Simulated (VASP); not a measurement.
# ZnSe (F-43m) in VASP: notebook

ZnSe is run at these levels: PBE; tasks: single point, relaxation of cell and atoms.

All numbers are computed with VASP 6.6.1; they aren't measurements. Logs are shortened: lines on timing, memory, paths and dates and some standing lists are left out, and cuts for length are marked.

### Step 1. The cell of the first run

The structure is cubic, space group F-43m (No. 216). Conventional cell: a = 5.732 Å, b = 5.732 Å, c = 5.732 Å, α = 90.00°, β = 90.00°, γ = 90.00°. Zn (site symmetry -43m) has 4 Se at 2.48 Å within 3.3 Å. Se (site symmetry -43m) has 4 Zn at 2.48 Å within 3.3 Å.

### Step 2. Single point, PBE

Input file INCAR:

```
SYSTEM = ZnSe
PREC     = Accurate       ! precision mode
ENCUT    = 520            ! plane-wave cutoff, eV
EDIFF    = 1E-6           ! SCF threshold, eV
ISMEAR   = 0              ! smearing method
SIGMA    = 0.02           ! smearing width, eV
LREAL    = .False.        ! projectors in reciprocal space
LASPH    = .True.         ! aspherical terms in the spheres
NELM     = 100            ! most SCF steps
ALGO     = Normal         ! electronic algorithm
ISIF     = 2              ! what is computed and relaxed
LWAVE    = .False.        ! write WAVECAR
LCHARG   = .False.        ! write CHGCAR
GGA      = PE             ! functional
NBANDS   = 16             ! bands
```

Input file KPOINTS:

```
regular mesh
0
Gamma
  8 8 8
  0 0 0
```

Input file POSCAR:

```
ZnSe
1.0
    0.0000000000      2.8658805878      2.8658805878
    2.8658805878      0.0000000000      2.8658805878
    2.8658805878      2.8658805878      0.0000000000
Zn Se
1 1
Direct
    0.0000000000      0.0000000000      0.0000000000
    0.7500000000      0.7500000000      0.7500000000
```

Potentials or basis: VASP PAW PBE potentials, release 64 (Zn, Se).

Run with:

```sh
> cat potpaw_PBE.64/Zn/POTCAR potpaw_PBE.64/Se/POTCAR > POTCAR
> mpirun -np 1 vasp_std > vasp.out
```

OUTCAR:

```text
SYSTEM = ZnSe
   PREC = Accurate
   ENCUT = 520
   EDIFF = 1E-6
   ISMEAR = 0
   LREAL = .False.
   LASPH = .True.
   NELM = 100
   ISIF = 2
   GGA = PE

 ion  position               nearest neighbor table
   1  0.000  0.000  0.000-   2 2.48   2 2.48   2 2.48   2 2.48
   2  0.750  0.750  0.750-   1 2.48   1 2.48   1 2.48   1 2.48

  LATTYP: Found a face centered cubic cell.
 ALAT       =     5.7317611756

  Lattice vectors:

 A1 = (   0.0000000000,   2.8658805878,   2.8658805878)
 A2 = (   2.8658805878,   0.0000000000,   2.8658805878)
 A3 = (   2.8658805878,   2.8658805878,   0.0000000000)

Analysis of symmetry for initial positions (statically):
=====================================================================
 Subroutine PRICEL returns:
 Original cell was already a primitive cell.

 Routine SETGRP: Setting up the symmetry group for a
 face centered cubic supercell.

 Subroutine GETGRP returns: Found 24 space group operations
 (whereof 24 operations were pure point group operations)
 out of a pool of 48 trial point group operations.

The static configuration has the point symmetry T_d .

Analysis of symmetry for dynamics (positions and initial velocities):
=====================================================================
 Subroutine PRICEL returns:
 Original cell was already a primitive cell.

 Routine SETGRP: Setting up the symmetry group for a
 face centered cubic supercell.

 Subroutine GETGRP returns: Found 24 space group operations
 (whereof 24 operations were pure point group operations)
 out of a pool of 48 trial point group operations.

The dynamic configuration has the point symmetry T_d .

 Subroutine INISYM returns: Found 24 space group operations
 (whereof 24 operations are pure point group operations),
 and found     1 'primitive' translations

----------------------------------------------------------------------------------------

                                     Primitive cell

  volume of cell :      47.0765

  direct lattice vectors                    reciprocal lattice vectors
     0.000000000  2.865880588  2.865880588    -0.174466446  0.174466446  0.174466446
     2.865880588  0.000000000  2.865880588     0.174466446 -0.174466446  0.174466446
     2.865880588  2.865880588  0.000000000     0.174466446  0.174466446 -0.174466446
[... 74 lines left out ...]
 SYSTEM =  ZnSe
   PREC   = accura    normal or accurate (medium, high low for compatibility)
   ISTART =      0    job   : 0-new  1-cont  2-samecut
   ICHARG =      2    charge: 1-file 2-atom 10-const
   ISPIN  =      1    spin polarized calculation?
   LNONCOLLINEAR =      F non collinear calculations
   LSORBIT =      F    spin-orbit coupling
   LASPH  =      T    aspherical Exc in radial PAW
   ENCUT  =  520.0 eV  38.22 Ry    6.18 a.u.   7.54  7.54  7.54*2*pi/ulx,y,z
   NELM   =    100;   NELMIN=  2; NELMDL= -5     # of ELM steps
   EDIFF  = 0.1E-05   stopping-criterion for ELM
   LREAL  =      F    real-space projection
   EDIFFG = 0.1E-04   stopping-criterion for IOM
   NSW    =      0    number of steps for IOM
   IBRION =     -1    ionic relax: 0-MD 1-quasi-New 2-CG
   NFREE  =      0    steps in history (QN), initial steepest desc. (CG)
   ISIF   =      2    stress and relaxation
   ISYM   =      2    0-nonsym 1-usesym 2-fastsym
   POTIM  = 0.5000    time-step for ionic-motion
   TEBEG  =    0.0;   TEEND  =   0.0 temperature during run
   PSTRESS=    0.0 pullay stress
   NELECT =      18.0000    total number of electrons
   NUPDOWN=      -1.0000    fix difference up-down
   EMIN   =  10.00;   EMAX   =-10.00  energy-range for DOS
   EFERMI =   0.00;   METHOD = LEGACY
   ISMEAR =     0;   SIGMA  =   0.02  broadening in eV -4-tet -1-fermi 0-gaus
   EFERMI_NEDOS =   21; number of points for ismear=-14 and -15
   IALGO  =     38    algorithm
   IMIX   =      4    mixing-type and parameters
     AMIX     =   0.40;   BMIX     =  1.00
     AMIX_MAG =   1.60;   BMIX_MAG =  1.00
  volume/ion in A,a.u.               =      23.54       158.84
  Fermi-wavevector in a.u.,A,eV,Ry     =   1.188222  2.245414 19.209677  1.411871
  Thomas-Fermi vector in A             =   2.324356
   LORBIT       =      0    0 simple, 1 ext, 2 COOP (PROOUT), +10 PAW based schemes
   GGA     = PE    functional components
   LHFCALC =     F    Hartree Fock is set to
   AEXX    =    0.0000 exact exchange contribution
   IVDW    =     0    specifies the selected vdW correction
   LEPSILON=     F    determine dielectric tensor
   LRPA    =     F    only Hartree local field effects (RPA)
 non-spin polarized calculation
 Gauss-broadening in eV      SIGMA  =   0.02
  energy-cutoff  :      520.00
  volume of cell :       47.08
 maximum number of plane-waves:      1287
   NGX = 15   NGY = 15   NGZ = 15

 number of electron      18.0000017 magnetization

 Free energy of the ion-electron system (eV)
  ---------------------------------------------------
  ext. energy  EPLUGINS =         0.00000000
  ---------------------------------------------------
  free energy    TOTEN  =        -6.03241764 eV

  energy without entropy =       -6.03241764  energy(sigma->0) =       -6.03241764

 E-fermi :   1.4157     XC(G=0):  -9.1683

 val. band max:        1.3294326587   @ k =   0.0000   0.0000   0.0000
 cond. band min:       2.4851383163   @ k =   0.0000   0.0000   0.0000
 fundamental gap:      1.1557056576
 Fermi energy:         1.4156592110

 k-point     1 :       0.0000    0.0000    0.0000
  band No.  band energies     occupation
      1     -11.7188      2.00000
      2      -5.0995      2.00000
      3      -5.0995      2.00000
      4      -5.0995      2.00000
      5      -4.7597      2.00000
      6      -4.7597      2.00000
[... 433 lines left out ...]
      3      -4.9690      2.00000
      4      -4.7867      2.00000
      5      -4.7527      2.00000
      6      -4.5659      2.00000
[... 8 lines left out ...]
     15      13.9528      0.00000
     16      14.7439      0.00000

 [... further k-points ...]
[... 5 lines left out ...]
  --------------------------------------------------------------------------------------
  -------------------------------------------------------------------------------------
  Total        0.0714140      0.0714140      0.0714140     -0.0000000     -0.0000000      0.0000000
  in kB        2.4304664      2.4304664      2.4304664     -0.0000000     -0.0000000      0.0000000
  external PRESSURE =       2.4304664 kB  Pullay stress =       0.0000000 kB

 VOLUME and BASIS-vectors are now :
 -----------------------------------------------------------------------------
  energy-cutoff  :      520.00
  volume of cell :       47.08
      direct lattice vectors                 reciprocal lattice vectors
     0.000000000  2.865880588  2.865880588    -0.174466446  0.174466446  0.174466446
     2.865880588  0.000000000  2.865880588     0.174466446 -0.174466446  0.174466446
     2.865880588  2.865880588  0.000000000     0.174466446  0.174466446 -0.174466446

 POSITION                                       TOTAL-FORCE (eV/Angst)
 -----------------------------------------------------------------------------------
      0.00000      0.00000      0.00000         0.000000      0.000000      0.000000
      4.29882      4.29882      4.29882        -0.000000     -0.000000      0.000000
 -----------------------------------------------------------------------------------
    total drift:                                0.000001      0.000001      0.000001

  FREE ENERGIE OF THE ION-ELECTRON SYSTEM (eV)
  ---------------------------------------------------
  free  energy   TOTEN  =        -6.0324176377 eV

  energy  without entropy=       -6.0324176377  energy(sigma->0) =       -6.03241764
```

OSZICAR:

```text
N       E                     dE             d eps       ncg     rms          rms(c)
DAV:   1     0.882316308754E+02    0.88232E+02   -0.88058E+03   928   0.127E+03
DAV:   2    -0.834114201422E+00   -0.89066E+02   -0.84269E+02  1080   0.251E+02
DAV:   3    -0.627735759153E+01   -0.54432E+01   -0.54266E+01  1040   0.611E+01
DAV:   4    -0.632190681219E+01   -0.44549E-01   -0.44544E-01  1192   0.596E+00
DAV:   5    -0.632212545672E+01   -0.21864E-03   -0.21864E-03  1096   0.364E-01    0.447E+00
DAV:   6    -0.605048846755E+01    0.27164E+00   -0.53319E-01  1368   0.232E+01    0.343E+00
DAV:   7    -0.603221003605E+01    0.18278E-01   -0.14887E-01  1080   0.340E+00    0.147E+00
DAV:   8    -0.603205203675E+01    0.15800E-03   -0.42115E-03  1176   0.616E-01    0.435E-01
DAV:   9    -0.603231306041E+01   -0.26102E-03   -0.10564E-03  1064   0.244E-01    0.674E-02
DAV:  10    -0.603241598269E+01   -0.10292E-03   -0.15979E-04  1168   0.952E-02    0.178E-02
DAV:  11    -0.603241631085E+01   -0.32817E-06   -0.29260E-05  1088   0.443E-02    0.476E-03
DAV:  12    -0.603241752412E+01   -0.12133E-05   -0.38756E-06  1192   0.124E-02    0.307E-03
DAV:  13    -0.603241763774E+01   -0.11363E-06   -0.58581E-07   880   0.578E-03
   1 F= -.60324176E+01 E0= -.60324176E+01  d E =-.559490E-12
```

stdout:

```text
POSCAR found type information on POSCAR ZnSe
 POSCAR found :  2 types and       2 ions
 scaLAPACK will be used
 LDA part: xc-table for (Slater+PW92), standard interpolation
 POSCAR, INCAR and KPOINTS ok, starting setup
 FFT: planning ... GRIDC
 FFT: planning ... GRID_SOFT
 FFT: planning ... GRID
 WAVECAR not read
 entering main loop
```

Wall time 15 s (1 thread of Intel Xeon 6975P-C (Granite Rapids), shared host); peak memory 0.17 GiB.

Results:

| Quantity | Value |
| --- | --- |
| Free energy | -6.0324 eV |
| Pressure | 0.2 GPa |
| Band gap on the k mesh | 1.16 eV, direct |

Levels at points of the mesh, in eV from the valence-band top:
| k point | band 7 | band 8 | band 9 | band 10 | band 11 | band 12 |
| --- | --- | --- | --- | --- | --- | --- |
| (0.00, 0.00, 0.00) | 0.00 | 0.00 | 0.00 | 1.16 | 5.81 | 5.81 |
| (0.50, 0.00, 0.00) | -5.02 | -0.82 | -0.82 | 2.48 | 6.38 | 6.38 |
| (0.50, 0.50, 0.00) | -4.61 | -2.07 | -2.07 | 3.06 | 3.46 | 10.50 |

### Step 3. Relaxation of cell and atoms, PBE

This run uses another cell than the first one, of 22.72 Å³/atom, 0.965 times its volume.

Input file INCAR:

```
SYSTEM = ZnSe
PREC = Accurate ; ENCUT = 600
EDIFF = 1E-6 ; ISMEAR = 0
SIGMA = 0.02 ; LREAL = .FALSE.
LASPH = .TRUE. ; NELM = 100
ALGO = Normal ; ISIF = 3
LWAVE = .FALSE. ; LCHARG = .FALSE.
GGA = PE ; IBRION = 2
NSW = 100 ; EDIFFG = -0.005
```

Input file KPOINTS:

```
regular mesh
0
G
  8 8 8
  0 0 0
```

Input file POSCAR:

```
ZnSe
1.0
    0.0000000000      2.8324425407      2.8324425407
    2.8324425407      0.0000000000      2.8324425407
    2.8324425407      2.8324425407      0.0000000000
Zn Se
1 1
Direct
    0.0000000000      0.0000000000      0.0000000000
    0.7500000000      0.7500000000      0.7500000000
```

Potentials or basis: VASP PAW PBE potentials, release 64 (Zn, Se).

Run with:

```sh
> cat potpaw_PBE.64/Zn/POTCAR potpaw_PBE.64/Se/POTCAR > POTCAR
> mpirun -np 1 vasp_std > vasp.out
```

Wall time 31 s (1 thread of Intel Xeon 6975P-C (Granite Rapids), shared host); peak memory 0.19 GiB.

Results (log left out):

```yaml
Free_energy: -6.0321 eV
Relaxed_volume: 23.65 Å³/atom
Relaxed_cell: a = 4.059 Å, b = 4.059 Å, c = 4.059 Å, α = 60.00°, β = 60.00°, γ = 60.00°
Space_group_after_relaxing_to_0.05_Å: F-43m (No. 216)
Energy_gained_by_relaxing: 6.6 meV/atom
Ionic_steps: 5
Pressure_after_relaxing: 0.0 GPa
Band_gap_on_the_k_mesh: 1.14 eV, direct
```

The path:
| step | energy change (eV) | largest force (eV/Å) | pressure (GPa) | volume (Å³) |
| --- | --- | --- | --- | --- |
| 1 | 0.0000 | 0.0000 | 2.43 | 45.45 |
| 2 | -0.0123 | 0.0000 | -0.57 | 47.75 |
| 3 | -0.0132 | 0.0000 | 0.11 | 47.25 |
| 4 | -0.0131 | 0.0000 | -0.06 | 47.33 |
| 5 | -0.0132 | 0.0000 | -0.02 | 47.29 |

Final structure:
```xyz
2
Lattice="0.0000 2.8703 2.8703 2.8703 0.0000 2.8703 2.8703 2.8703 0.0000" Properties=species:S:1:pos:R:3 pbc="T T T"
Zn    0.0000    0.0000    0.0000
Se    4.3054    4.3054    4.3054
```

Levels at points of the mesh, in eV from the valence-band top:
| k point | band 5 | band 6 | band 7 | band 8 | band 9 | band 10 | band 11 | band 12 | band 13 |
| --- | --- | --- | --- | --- | --- | --- | --- | --- | --- |
| (0.00, 0.00, 0.00) | -6.08 | -6.08 | 0.00 | 0.00 | 0.00 | 1.14 | 5.81 | 5.81 | 5.81 |
| (0.50, 0.00, 0.00) | -6.06 | -5.93 | -4.99 | -0.81 | -0.81 | 2.48 | 6.39 | 6.39 | 8.47 |
| (0.50, 0.50, 0.00) | -6.03 | -5.91 | -4.59 | -2.05 | -2.05 | 3.07 | 3.46 | 10.47 | 10.98 |
